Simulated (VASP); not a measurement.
# PbS (Fm-3m) in VASP: elastic constants with PBEsol

Aim: the elastic constants of PbS with PBEsol.

Everything below comes from runs of VASP 6.6.1. Logs are shortened: lines on timing, memory, paths and dates and some standing lists are left out, and cuts for length are marked.

### 1 The cell of the first run

Symmetry: Fm-3m, No. 225, cubic system. The conventional cell has a = 5.903 Å, b = 5.903 Å, c = 5.903 Å, α = 90.00°, β = 90.00°, γ = 90.00°. Within 3.9 Å of Pb (site symmetry m-3m) lie 6 S at 2.95 Å. S (site symmetry m-3m) has 6 Pb at 2.95 Å within 3.9 Å.

### 2 Elastic constants, PBEsol

Input file INCAR:

```
SYSTEM = PbS
PREC     = Accurate       ! precision mode
ENCUT    = 600            ! plane-wave cutoff, eV
EDIFF    = 1E-8           ! SCF threshold, eV
ISMEAR   = 0              ! smearing method
SIGMA    = 0.05           ! smearing width, eV
LREAL    = .False.        ! projectors in reciprocal space
LASPH    = .True.         ! aspherical terms in the spheres
NELM     = 80             ! most SCF steps
ALGO     = Normal         ! electronic algorithm
ISIF     = 3              ! what is computed and relaxed
LWAVE    = .False.        ! write WAVECAR
LCHARG   = .False.        ! write CHGCAR
GGA      = PS             ! functional
NBANDS   = 17             ! bands
IBRION   = 6              ! ionic algorithm
NFREE    = 2            
POTIM    = 0.015          ! step
NSW      = 1              ! ionic steps
```

Input file KPOINTS:

```
Automatic mesh
0
Gamma
  10 10 10
  0 0 0
```

Input file POSCAR:

```
PbS
1.0
    0.0000000000      2.9515570989      2.9515570989
    2.9515570989      0.0000000000      2.9515570989
    2.9515570989      2.9515570989      0.0000000000
Pb S
1 1
Direct
    0.5000000000      0.5000000000      0.5000000000
    0.0000000000      0.0000000000      0.0000000000
```

Potentials or basis: VASP PAW PBE potentials, release 64 (Pb_d, S).

Launch:

```console
$ cat potpaw_PBE.64/Pb_d/POTCAR potpaw_PBE.64/S/POTCAR > POTCAR
$ mpirun -np 1 vasp_std > vasp.out
```

OUTCAR:

```text
SYSTEM = PbS
   PREC = Accurate
   ENCUT = 600
   EDIFF = 1E-8
   ISMEAR = 0
   LREAL = .False.
   LASPH = .True.
   NELM = 80
   ISIF = 3
   GGA = PS
   IBRION = 6
   NFREE = 2
   POTIM = 0.015
   NSW = 1

 ion  position               nearest neighbor table
   1  0.500  0.500  0.500-   2 2.95   2 2.95   2 2.95   2 2.95   2 2.95   2 2.95
   2  0.000  0.000  0.000-   1 2.95   1 2.95   1 2.95   1 2.95   1 2.95   1 2.95

  LATTYP: Found a face centered cubic cell.
 ALAT       =     5.9031141978

  Lattice vectors:

 A1 = (   0.0000000000,   2.9515570989,   2.9515570989)
 A2 = (   2.9515570989,   0.0000000000,   2.9515570989)
 A3 = (   2.9515570989,   2.9515570989,   0.0000000000)

Analysis of symmetry for initial positions (statically):
=====================================================================
 Subroutine PRICEL returns:
 Original cell was already a primitive cell.

 Routine SETGRP: Setting up the symmetry group for a
 face centered cubic supercell.

 Subroutine GETGRP returns: Found 48 space group operations
 (whereof 48 operations were pure point group operations)
 out of a pool of 48 trial point group operations.

The static configuration has the point symmetry O_h .

Analysis of symmetry for dynamics (positions and initial velocities):
=====================================================================
 Subroutine PRICEL returns:
 Original cell was already a primitive cell.

 Routine SETGRP: Setting up the symmetry group for a
 face centered cubic supercell.

 Subroutine GETGRP returns: Found 48 space group operations
 (whereof 48 operations were pure point group operations)
 out of a pool of 48 trial point group operations.

The dynamic configuration has the point symmetry O_h .

 Subroutine INISYM returns: Found 48 space group operations
 (whereof 48 operations are pure point group operations),
 and found     1 'primitive' translations

[... 814 lines left out ...]

 number of electron      20.0000002 magnetization

 Free energy of the ion-electron system (eV)
  ---------------------------------------------------
  ext. energy  EPLUGINS =         0.00000000
  ---------------------------------------------------
  free energy    TOTEN  =        -9.45714509 eV

  energy without entropy =       -9.45714168  energy(sigma->0) =       -9.45714338

 E-fermi :   5.9962     XC(G=0):  -9.9544

 val. band max:        5.8938282337   @ k =   0.5000   0.0000   0.0000
 cond. band min:       6.0985550260   @ k =   0.5000   0.0000   0.0000
 fundamental gap:      0.2047267923
 Fermi energy:         5.9961916234

 k-point     1 :       0.0000    0.0000    0.0000
  band No.  band energies     occupation
      1     -10.8888      2.00000
      2     -10.8888      2.00000
      3     -10.8888      2.00000
      4     -10.8759      2.00000
      5     -10.8759      2.00000
      6      -7.8560      2.00000
[... 500 lines left out ...]
  FREE ENERGIE OF THE ION-ELECTRON SYSTEM (eV)
  ---------------------------------------------------
  free  energy   TOTEN  =        -9.4571450893 eV

  energy  without entropy=       -9.4571416756  energy(sigma->0) =       -9.45714338

 INTERNAL STRAIN TENSORS FROM STRAINED CELLS
 ============================================

 INTERNAL STRAIN TENSOR FOR ION    1 for displacements in x,y,z  (eV/Angst):
          X           Y           Z          XY          YZ          ZX
  --------------------------------------------------------------------------------
  x     0.00000    -0.00000    -0.00000     0.00000    -0.00000    -0.00000
  y    -0.00000     0.00000    -0.00000     0.00000    -0.00000    -0.00000
  z    -0.00000     0.00000     0.00000     0.00000    -0.00000     0.00000

 INTERNAL STRAIN TENSORS FROM DISPLACED ATOMS
 ============================================

 INTERNAL STRAIN TENSOR FOR ION    1 for displacements in x,y,z  (eV/Angst):
          X           Y           Z          XY          YZ          ZX
  --------------------------------------------------------------------------------
  x     0.00000     0.00000     0.00000     0.00000     0.00000     0.00000
  y     0.00000     0.00000     0.00000     0.00000     0.00000     0.00000
  z     0.00000     0.00000     0.00000     0.00000     0.00000     0.00000

 INTERNAL STRAIN TENSOR FOR ION    2 for displacements in x,y,z  (eV/Angst):
          X           Y           Z          XY          YZ          ZX
  --------------------------------------------------------------------------------
  x     0.00000     0.00000     0.00000     0.00000     0.00000     0.00000
  y     0.00000     0.00000     0.00000     0.00000     0.00000     0.00000
  z     0.00000     0.00000     0.00000     0.00000     0.00000     0.00000

 Eigenvectors and eigenvalues of the dynamical matrix
 ----------------------------------------------------

   1 f  =    1.970658 THz    12.382009 2PiTHz   65.734075 cm-1     8.149983 meV
             X         Y         Z           dx          dy          dz
      2.951557  2.951557  2.951557     0.000000    0.000000   -0.368417
      0.000000  0.000000  0.000000     0.000000    0.000000    0.929661
[... 21 lines left out ...]
   6 f/i=    0.004941 THz     0.031046 2PiTHz    0.164819 cm-1     0.020435 meV
             X         Y         Z           dx          dy          dz
      2.951557  2.951557  2.951557    -0.009191   -0.323918   -0.871356
      0.000000  0.000000  0.000000    -0.003642   -0.128366   -0.345312

--------------------------------------------------------------------------------------------------------

 ELASTIC MODULI CONTR FROM IONIC RELAXATION (kBar)
 Direction    XX          YY          ZZ          XY          YZ          ZX
 --------------------------------------------------------------------------------
 XX           0.0000      0.0000      0.0000      0.0000      0.0000      0.0000
 YY           0.0000      0.0000      0.0000      0.0000      0.0000      0.0000
 ZZ           0.0000      0.0000      0.0000      0.0000      0.0000      0.0000
 XY           0.0000      0.0000      0.0000      0.0000      0.0000      0.0000
 YZ           0.0000      0.0000      0.0000      0.0000      0.0000      0.0000
 ZX           0.0000      0.0000      0.0000      0.0000      0.0000      0.0000
 --------------------------------------------------------------------------------

 TOTAL ELASTIC MODULI (kBar)
 Direction    XX          YY          ZZ          XY          YZ          ZX
 --------------------------------------------------------------------------------
 XX        1495.4731    159.5743    159.5743      0.0000      0.0000      0.0000
 YY         159.5743   1495.4731    159.5743      0.0000      0.0000      0.0000
 ZZ         159.5743    159.5743   1495.4731      0.0000      0.0000      0.0000
 XY           0.0000      0.0000      0.0000    200.1469      0.0000      0.0000
 YZ           0.0000      0.0000      0.0000      0.0000    200.1469      0.0000
 ZX           0.0000      0.0000      0.0000      0.0000      0.0000    200.1469
 --------------------------------------------------------------------------------
```

stdout:

```text
POSCAR found type information on POSCAR PbS
 POSCAR found :  2 types and       2 ions
 scaLAPACK will be used
 -----------------------------------------------------------------------------
|                                                                             |
|                                                                             |
|     You enforced a specific xc type in the INCAR file but a different       |
|     I HOPE YOU KNOW WHAT YOU ARE DOING!                                     |
[... 32 lines left out ...]
 Finite differences progress:
 bond charge predicted
 Finite differences progress:
 bond charge predicted
 Finite differences progress:
 bond charge predicted
 Finite differences progress:
 bond charge predicted
 Finite differences progress:
 bond charge predicted
 Finite differences progress:
 bond charge predicted
 Finite differences progress:
```

It took 24 min on 1 thread of Intel Xeon 6975P-C (Granite Rapids), shared host; peak memory 0.58 GiB.

What came out:

```
Elastic constants C11, C12, C44                         : 150, 16, 20 GPa
Voigt bulk modulus                                      : 60 GPa
Highest phonon frequency at Γ, LO-TO splitting left out : 66 cm⁻¹
```

Phonon frequencies in cm⁻¹ (negative: imaginary):
| q point | frequencies |
| --- | --- |
| (0.000, 0.000, 0.000) | 0 0 0 66 66 66 |

Elastic tensor in Voigt notation (GPa, in the Cartesian axes of the cell as first typed):
```
150  16  16   0   0   0
 16 150  16   0   0   0
 16  16 150   0   0   0
  0   0   0  20   0   0
  0   0   0   0  20   0
  0   0   0   0   0  20
```

Clamped-ion elastic tensor (GPa):
```
150  16  16   0   0   0
 16 150  16   0   0   0
 16  16 150   0   0   0
  0   0   0  20   0   0
  0   0   0   0  20   0
  0   0   0   0   0  20
```

Caveat: the PAW data sets were made with another functional, which shifts forces and pressure a little; spin-orbit coupling is left out, which moves the levels of the heavy elements.
